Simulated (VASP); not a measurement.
Write the native input for VASP 6.6.1 that does the following.

```yaml
Task: single point
Functional: r2SCAN
Potentials_or_basis: VASP PAW PBE potentials, release 64 (Ge_d)
Cutoff: 520 eV
k_mesh: 7 × 7 × 4
Occupations: fermi-dirac, width 0.05 eV
Spin: no spin polarisation
Dipole_correction: no
Further_INCAR_settings: ALGO = Normal; EDIFF = 1e-06; NBANDS = 36
```

Ge:

```xyz
4
Lattice="4.0951 0.0000 0.0000 -2.0476 3.5465 0.0000 0.0000 0.0000 6.7604" Properties=species:S:1:pos:R:3 pbc="T T T"
Ge    2.0476    1.1822    0.4252
Ge    0.0000    2.3643    3.8054
Ge    2.0476    1.1822    2.9550
Ge    0.0000    2.3643    6.3352
```

This isn't the form of Ge at room conditions, which is diamond.

The input as run:

POSCAR

```
Ge
1.0
    4.0951263279      0.0000000000      0.0000000000
   -2.0475631640      3.5464834011      0.0000000000
    0.0000000000      0.0000000000      6.7604015512
Ge
4
Direct
    0.6666666667      0.3333333333      0.0629010000
    0.3333333333      0.6666666667      0.5629010000
    0.6666666667      0.3333333333      0.4370990000
    0.3333333333      0.6666666667      0.9370990000
```

INCAR.step1

```
  PREC = Accurate
  ENCUT = 520
  ISMEAR = -1
  SIGMA = 0.05
  LREAL = False
  LASPH = True
  NELM = 60
  NBANDS = 36
  GGA = PE
  ALGO = Normal
  EDIFF = 1E-4
  LWAVE = True
  LCHARG = False
```

INCAR.step2

```
  PREC = Accurate
  ENCUT = 520
  EDIFF = 1E-6
  ISMEAR = -1
  SIGMA = 0.05
  LREAL = False
  LASPH = True
  NELM = 60
  ALGO = Normal
  ISIF = 2
  LWAVE = False
  LCHARG = False
  METAGGA = R2SCAN
  LMIXTAU = True
  NBANDS = 36
  ISTART = 1
```

KPOINTS

```
regular mesh
0
Gamma
  7 7 4
```

Potentials or basis: VASP PAW PBE potentials, release 64 (Ge_d).

Launch:

```console
$ cat potpaw_PBE.64/Ge_d/POTCAR > POTCAR
$ cp INCAR.step1 INCAR
$ mpirun -np 1 vasp_std > vasp.out
$ cp INCAR.step2 INCAR
$ mpirun -np 1 vasp_std > vasp.out
```

Results of the run:

| Property | Result |
| --- | --- |
| Pressure | -4.3 GPa |
| Largest force | 0.014 eV/Å |
| Band gap on the k mesh | 0.12 eV |

Caveat: the cell stands under tension; the PAW data sets were made with another functional, which shifts forces and pressure a little; an odd mesh through Γ misses points on the zone boundary, where band edges can lie.

Wall time 6.2 min on 1 thread of Intel Xeon 8259CL, on a shared host, peak memory 0.24 GiB.
